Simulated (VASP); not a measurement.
Set up this calculation in VASP 6.6.1, as the native input.

```yaml
Task: single point
Functional: LDA
Potentials_or_basis: VASP PAW LDA potentials, release 64 (Hg, Te)
Cutoff: 520 eV
k_mesh: 7 × 7 × 7
Occupations: fermi-dirac, width 0.05 eV
Spin: no spin polarisation
Dipole_correction: no
Further_INCAR_settings: ALGO = Normal; EDIFF = 1e-07; NBANDS = 16
```

The structure of HgTe lies in POSCAR:

```
HgTe
1.0
    0.0000000000      2.9703213862      2.9703213862
    2.9703213862      0.0000000000      2.9703213862
    2.9703213862      2.9703213862      0.0000000000
Hg Te
1 1
Direct
    0.0000000000      0.0000000000      0.0000000000
    0.5000000000      0.5000000000      0.5000000000
```

The input as run:

INCAR

```
SYSTEM = HgTe
ALGO = Normal
EDIFF = 1E-7
ENCUT = 520
ISIF = 2
ISMEAR = -1
LASPH = .TRUE.
LCHARG = .FALSE.
LREAL = .FALSE.
LWAVE = .FALSE.
NBANDS = 16
NELM = 100
PREC = Accurate
SIGMA = 0.05
```

KPOINTS

```
k-points
0
G
  7 7 7
  0 0 0
```

Potentials or basis: VASP PAW LDA potentials, release 64 (Hg, Te).

Command:

```sh
$ cat potpaw_LDA.64/Hg/POTCAR potpaw_LDA.64/Te/POTCAR > POTCAR
$ mpirun -np 1 vasp_std > vasp.out
```

Results of the run:

```yaml
Pressure: 0.4 GPa
Band_gap_on_the_k_mesh: zero (band 9 reaches 5.50 eV, above the bottom of band 10 at 2.65 eV)
```

Caveat: spin-orbit coupling is left out, which moves the levels of the heavy elements.

Wall time 7.7 s on 1 thread of AMD EPYC 9R45 (Zen 5), with other jobs on the host, peak memory 0.13 GiB.
